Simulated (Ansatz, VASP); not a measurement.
## Two plane-wave programs on K3Cd2Os

Contents of INCAR:

```
PREC = Accurate
ENCUT = 520
EDIFF = 1E-7
ISMEAR = 0
SIGMA = 0.1
LREAL = False
LASPH = True
NELM = 60
ALGO = Normal
ISIF = 2
LWAVE = False
LCHARG = True
GGA = PE
LELF = True
LVHAR = True
NBANDS = 38
```

Contents of KPOINTS:

```
regular mesh
0
Gamma
  3 3 3
```

File POSCAR:

```
K3Cd2Os
1.0
    3.1251633200      1.8043138800      4.5502031600
   -3.1251633200      1.8043138800      4.5502031600
    0.0000000000     -3.6086277700      4.5502031600
K Cd Os
3 2 1
Direct
    0.0000000000      0.0000000000      0.5000000000
    0.0000000000      0.5000000000      0.0000000000
    0.5000000000      0.0000000000      0.0000000000
    0.3743034900      0.3743034900      0.3743034900
    0.6256965100      0.6256965100      0.6256965100
    0.0000000000      0.0000000000      0.0000000000
```

Input for Ansatz:

```yaml
crystal:
  lattice:
    - [3.12516332, 1.80431388, 4.55020316]
    - [-3.12516332, 1.80431388, 4.55020316]
    - [0.0, -3.60862777, 4.55020316]
  atoms:
    - { symbol: K, position: [0.0, 0.0, 0.5] }
    - { symbol: K, position: [0.0, 0.5, 0.0] }
    - { symbol: K, position: [0.5, 0.0, 0.0] }
    - { symbol: Cd, position: [0.37430349, 0.37430349, 0.37430349] }
    - { symbol: Cd, position: [0.62569651, 0.62569651, 0.62569651] }
    - { symbol: Os, position: [0.0, 0.0, 0.0] }
basis:
  ecutwfc: 420
kpoints:
  mp_grid: { grid: [3, 3, 3] }
hamiltonian:
  xc: pbe
scf:
  occupations: { method: gaussian, width: 0.1 }
  lower_state_search: "off"
output:
  forces: true
  stress: true
  eigenvalues: true
```

Change from the starting cell: species swapped into the Mg2Ni3P type (R-3m, No. 166).

Alike in both runs: task single point; functional PBE; k mesh 3 × 3 × 3; occupations gaussian, width 0.1 eV; no spin polarisation.

|  | VASP | Ansatz |
| --- | --- | --- |
| version | VASP 6.6.1 | Ansatz 0.2.0 |
| potentials or method | VASP PAW PBE potentials, release 64 (K_sv, Cd, Os), cutoff 520 eV | scalar-relativistic, plane waves, PAW |
| valence electrons in the cell | 59 | 83 |

```csv
,VASP,Ansatz,Ansatz less VASP
gap on the k mesh at the Fermi level (eV),none,none,-
pressure (GPa),6.3,6.1,-0.18
"traceless stress, the component that is largest in VASP (GPa)",5.34,5.30,-0.035
rms of the force components (eV/Å),0.154,0.152,-0.0012
```

Atom by atom the forces differ by 0.001 eV/Å (rms over components). A gap of «none» marks a metal or a gap that the smearing closes. VASP's potentials hold 59 valence electrons a cell and Ansatz's 83, so a difference there can come from the potentials and not from the codes.

The k mesh is coarse, so the values compare programs but aren't converged. Neither program's run includes spin-orbit coupling.
